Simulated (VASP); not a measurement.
# InSe in VASP: settings compared, part 2 of 2

VASP 6.6.1. Earlier steps stand in the parts before.

## (3) Single point, LDA

This run uses another cell than the first one.

INCAR reads:

```
PREC = Accurate
ENCUT = 400
EDIFF = 1E-6
ISMEAR = 0
SIGMA = 0.02
LREAL = F
LASPH = T
NELM = 120
ALGO = Normal
ISIF = 2
LWAVE = F
LCHARG = T
LDIPOL = T
IDIPOL = 3
DIPOL = 0.5 0.5 0.463
LELF = T
LVHAR = T
LVACPOTAV = T
NBANDS = 48
GGA_COMPAT = F
NELMDL = -8
```

KPOINTS reads:

```
Automatic mesh
0
Gamma
  9 9 1
```

POSCAR reads:

```
InSe
1.0
    3.9624275646      0.0000000003      0.0000000000
   -1.9812137826      3.4315629315      0.0000000000
    0.0000000000      0.0000000000     51.1997944189
Se In
4 4
Direct
    0.0000000000      0.0000000000      0.3317758134
    0.0000000000      0.0000000000      0.4349595047
    0.6666666667      0.3333333333      0.4908500891
    0.6666666667      0.3333333333      0.5940071451
    0.6666666667      0.3333333333      0.3565617448
    0.6666666667      0.3333333333      0.4100732373
    0.3333333333      0.6666666667      0.5157101492
    0.3333333333      0.6666666667      0.5692195081
```

Potentials or basis: VASP PAW LDA potentials, release 64 (Se, In_d).

The run is started by

```bash
$ cat potpaw_LDA.64/Se/POTCAR potpaw_LDA.64/In_d/POTCAR > POTCAR
$ mpirun -np 1 vasp_std > vasp.out
```

OUTCAR:

```text
PREC = Accurate
   ENCUT = 400
   EDIFF = 1E-6
   ISMEAR = 0
   LREAL = F
   LASPH = T
   NELM = 120
   ISIF = 2
   NELMDL = -8

 ion  position               nearest neighbor table
   1  0.000  0.000  0.332-   5 2.62   5 2.62   5 2.62
   2  0.000  0.000  0.435-   6 2.62   6 2.62   6 2.62
   3  0.667  0.333  0.491-   7 2.62   7 2.62   7 2.62
   4  0.667  0.333  0.594-   8 2.62   8 2.62   8 2.62
   5  0.667  0.333  0.357-   1 2.62   1 2.62   1 2.62   6 2.74
   6  0.667  0.333  0.410-   2 2.62   2 2.62   2 2.62   5 2.74
   7  0.333  0.667  0.516-   3 2.62   3 2.62   3 2.62   8 2.74
   8  0.333  0.667  0.569-   4 2.62   4 2.62   4 2.62   7 2.74

  LATTYP: Found a hexagonal cell.
 ALAT       =     3.9624275646
 C/A-ratio  =    12.9213199697

  Lattice vectors:

 A1 = (   3.9624275646,   0.0000000003,   0.0000000000)
 A2 = (  -1.9812137826,   3.4315629315,   0.0000000000)
 A3 = (   0.0000000000,   0.0000000000,  51.1997944189)

Analysis of symmetry for initial positions (statically):
=====================================================================
[... 188 lines left out ...]
      4     -16.8855      2.00000
      5     -16.8706      2.00000
      6     -16.8706      2.00000
[... 601 lines left out ...]
     47       3.5309      0.00000
     48       3.5621      0.00000

------------------------ aborting loop because EDIFF is reached ----------------------------------------

 vacuum level on the upper side and lower side of the slab       (xc-potential included)        -0.145        -0.152

  FORCE on cell =-STRESS in cart. coord.  units (eV):
  Direction    XX          YY          ZZ          XY          YZ          ZX
  --------------------------------------------------------------------------------------
  -------------------------------------------------------------------------------------
  Total        0.1224721      0.1224721      0.1744357     -0.0000000      0.0000000      0.0000000
  in kB        0.2818553      0.2818553      0.4014436     -0.0000000      0.0000000      0.0000000
  external PRESSURE =       0.3217180 kB  Pullay stress =       0.0000000 kB

 VOLUME and BASIS-vectors are now :
 -----------------------------------------------------------------------------
  energy-cutoff  :      400.00
  volume of cell :      696.18
      direct lattice vectors                 reciprocal lattice vectors
     3.962427565  0.000000000  0.000000000     0.252370544  0.145706202  0.000000000
    -1.981213783  3.431562931  0.000000000    -0.000000000  0.291412403  0.000000000
     0.000000000  0.000000000 51.199794419     0.000000000  0.000000000  0.019531328

 POSITION                                       TOTAL-FORCE (eV/Angst)
 -----------------------------------------------------------------------------------
      0.00000      0.00000     16.98685        -0.000000     -0.000000     -0.031150
      0.00000      0.00000     22.26984        -0.000000     -0.000000      0.028534
      1.98121      1.14385     25.13142         0.000000     -0.000000     -0.029035
      1.98121      1.14385     30.41304        -0.000000     -0.000000      0.030451
      1.98121      1.14385     18.25589        -0.000000     -0.000000      0.014198
      1.98121      1.14385     20.99567         0.000000      0.000000     -0.013518
     -0.00000      2.28771     26.40425         0.000000      0.000000      0.014455
     -0.00000      2.28771     29.14392        -0.000000      0.000000     -0.013936
 -----------------------------------------------------------------------------------
    total drift:                               -0.000001      0.000000      0.002639

  FREE ENERGIE OF THE ION-ELECTRON SYSTEM (eV)
  ---------------------------------------------------
  free  energy   TOTEN  =       -33.2053653870 eV

  energy  without entropy=      -33.2053653870  energy(sigma->0) =      -33.20536539

 vacuum level on the upper side and lower side of the slab         3.142         3.130
```

OSZICAR:

```text
N       E                     dE             d eps       ncg     rms          rms(c)
DAV:   1     0.602219391870E+03    0.60222E+03   -0.27710E+04  1400   0.108E+03
DAV:   2     0.387279291208E+02   -0.56349E+03   -0.55277E+03  1384   0.302E+02
DAV:   3    -0.312276637807E+02   -0.69956E+02   -0.69061E+02  1472   0.143E+02
DAV:   4    -0.341250426897E+02   -0.28974E+01   -0.28894E+01  1400   0.328E+01
[... 18 lines left out ...]
DAV:  23    -0.332053548043E+02   -0.40494E-05   -0.11464E-07   768   0.313E-03    0.861E-04
DAV:  24    -0.332053579712E+02   -0.31669E-05   -0.54164E-08   712   0.194E-03    0.544E-04
DAV:  25    -0.332053625762E+02   -0.46050E-05   -0.77123E-08   808   0.173E-03    0.331E-04
DAV:  26    -0.332053644205E+02   -0.18443E-05   -0.25359E-08   728   0.136E-03    0.445E-04
DAV:  27    -0.332053653870E+02   -0.96651E-06   -0.11173E-08   696   0.800E-04
   1 F= -.33205365E+02 E0= -.33205365E+02  d E =-.932287E-26
```

stdout:

```text
POSCAR found type information on POSCAR SeIn
 POSCAR found :  2 types and       8 ions
 scaLAPACK will be used
 LDA part: xc-table for (Slater(with rela. corr.)+CA(PZ))
 , standard interpolation
 -----------------------------------------------------------------------------
|                                                                             |
|           W    W    AA    RRRRR   N    N  II  N    N   GGGG   !!!           |
|           W    W   A  A   R    R  NN   N  II  NN   N  G    G  !!!           |
|           W    W  A    A  R    R  N N  N  II  N N  N  G       !!!           |
|           W WW W  AAAAAA  RRRRR   N  N N  II  N  N N  G  GGG   !            |
|           WW  WW  A    A  R   R   N   NN  II  N   NN  G    G                |
|           W    W  A    A  R    R  N    N  II  N    N   GGGG   !!!           |
|                                                                             |
|     One of the lattice vectors is very long (>50 A), but AMIN is rather     |
|     large. This can spoil convergence since charge sloshing might occur     |
|     along the long lattice vector. If problems with convergence are         |
|     observed, try to decrease AMIN to a smaller value (e.g. 0.01).          |
|     Note: This warning only applies if the self-consistency cycle is        |
|     used.                                                                   |
|                                                                             |
 -----------------------------------------------------------------------------

 POSCAR, INCAR and KPOINTS ok, starting setup
 FFT: planning ... GRIDC
 FFT: planning ... GRID_SOFT
 FFT: planning ... GRID
 WAVECAR not read
 entering main loop
```

It took 10 min on 1 thread of Oxide Virtual Turin-like, shared host; peak memory 0.51 GiB.

Results:

```
Free energy                            : -33.2054 eV
Largest force                          : 0.031 eV/Å
Band gap on the k mesh                 : 1.01 eV (least direct gap 1.11 eV)
Ionisation potential of the upper face : 5.77 eV
```

Forces on the atoms (eV/Å):
```
Se   0.000  0.000 -0.031
Se   0.000  0.000  0.029
Se   0.000  0.000 -0.029
Se   0.000  0.000  0.030
In   0.000  0.000  0.014
In   0.000  0.000 -0.014
In   0.000  0.000  0.014
In   0.000  0.000 -0.014
```

Levels at points of the mesh, in eV from the valence-band top:
```
           k point  band 34  band 35  band 36  band 37  band 38  band 39  band 40  band 41  band 42  band 43
(0.00, 0.00, 0.00)    -0.82    -0.82    -0.73    -0.73    -0.10     1.01     1.77     2.41     2.49     4.63
```

Caveat: spin-orbit coupling is left out, which moves the levels of the heavy elements.
